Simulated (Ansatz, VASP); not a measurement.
# Zr2C in VASP and in Ansatz

```
CELL_PARAMETERS angstrom
0.00000 2.66702 5.67561
1.69818 0.00000 5.67561
1.69818 2.66702 0.00000
ATOMIC_POSITIONS crystal
Zr 0.86763 0.86763 0.13237
Zr 0.13237 0.13237 0.86763
C 0.50000 0.50000 0.50000
```

Alike in both runs: functional PBE; k mesh 6 × 6 × 6; occupations gaussian, width 0.1 eV; no spin polarisation.

Ansatz relaxed the structure, and its values are those at the end. VASP's run is a single point on that final structure, the one shown.

|  | VASP | Ansatz |
| --- | --- | --- |
| version | VASP 6.6.1 | Ansatz 0.2.0 |
| potentials or method | VASP PAW PBE potentials, release 64 (Zr_sv, C), cutoff 520 eV | scalar-relativistic, plane waves, PAW |
| valence electrons in the cell | 28 | 28 |

Ansatz gave:

| Quantity | Value |
| --- | --- |
| gap on the k mesh at the Fermi level (eV) | none |
| pressure (GPa) | -0.2 |
| rms of the force components (eV/Å) | 0.010 |

Q: What did VASP give for the same quantities?

A: gap on the k mesh at the Fermi level (eV): none; pressure (GPa): -0.1; rms of the force components (eV/Å): 0.003.

A gap of «none» marks a metal or a gap that the smearing closes.

The k mesh is coarse, so the values compare programs but aren't converged.
